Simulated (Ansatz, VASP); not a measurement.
## Te2Mo in VASP and in Ansatz

```xyz
6
Lattice="6.4144 -0.0186 -0.0359 -0.0102 3.5085 -0.0070 -0.2904 -0.0725 36.3604" Properties=species:S:1:pos:R:3 pbc="T T T"
Te    0.2943    2.5909   16.0726
Te    5.7825    0.8331   20.2132
Te    3.5173    0.8016   16.6588
Te    2.5333    2.6344   19.6123
Mo    5.1231    2.5792   18.2151
Mo    0.9736    0.9227   18.0880
```

Change from the starting cell: kmesh displaced: [4, 6, 1] Gamma-centred.

Alike in both runs: task single point; functional LDA; k mesh 4 × 6 × 1; occupations gaussian, width 0.1 eV; no spin polarisation.

```csv
,VASP,Ansatz
version,VASP 6.6.1,Ansatz 0.2.0
potentials or method,"VASP PAW LDA potentials, release 64 (Te, Mo_sv), cutoff 520 eV","scalar-relativistic, plane waves, PAW"
valence electrons in the cell,52,92
```

Ansatz gave:

- gap on the k mesh at the Fermi level (eV): none
- rms of the force components (eV/Å): 0.504

Question: Which values does VASP return?

Answer: gap on the k mesh at the Fermi level (eV): none; rms of the force components (eV/Å): 0.495.

LDA's correlation is that of Perdew and Zunger in VASP and of Perdew and Wang (1992) in Ansatz. Atom by atom the forces differ by 0.020 eV/Å (rms over components). A gap of «none» marks a metal or a gap that the smearing closes. VASP's potentials hold 52 valence electrons a cell and Ansatz's 92, so a difference there can come from the potentials and not from the codes.

Neither program's run includes spin-orbit coupling.
